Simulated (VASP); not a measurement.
## Sc: single point with PBE

Sc:

```
Sc
1.0
     1.66001   -2.87522    0.00000
     1.66001    2.87522    0.00000
     0.00000    0.00000    5.16630
Sc
2
Direct
  0.66667 0.33333 0.25000
  0.33333 0.66667 0.75000
```

```
Program                : VASP 6.6.1
Task                   : single point
Functional             : PBE
Potentials or basis    : VASP PAW PBE potentials, release 64 (Sc_sv)
Cutoff                 : 520 eV
k mesh                 : 13 × 13 × 7
Occupations            : fermi-dirac, width 0.05 eV
Spin                   : no spin polarisation
Dipole correction      : no
Further INCAR settings : ALGO = Normal; EDIFF = 1e-06; NBANDS = 18
```

```
Pressure               : 0.0 GPa
Band gap on the k mesh : zero (bands 11 and 12 overlap by 1.31 eV)
```

Levels at points of the mesh, in eV from the Fermi level:
```csv
k point,band 7,band 8,band 9,band 10,band 11,band 12,band 13,band 14,band 15,band 16
"(0.00, 0.00, 0.00)",-27.84,-27.81,-5.13,-1.63,0.62,1.59,1.59,1.85,2.04,2.04
```

Run time: 40 s on 1 thread of Intel(R) Xeon(R) Platinum 8488C (Sapphire Rapids), on a shared host, peak memory 0.21 GiB.
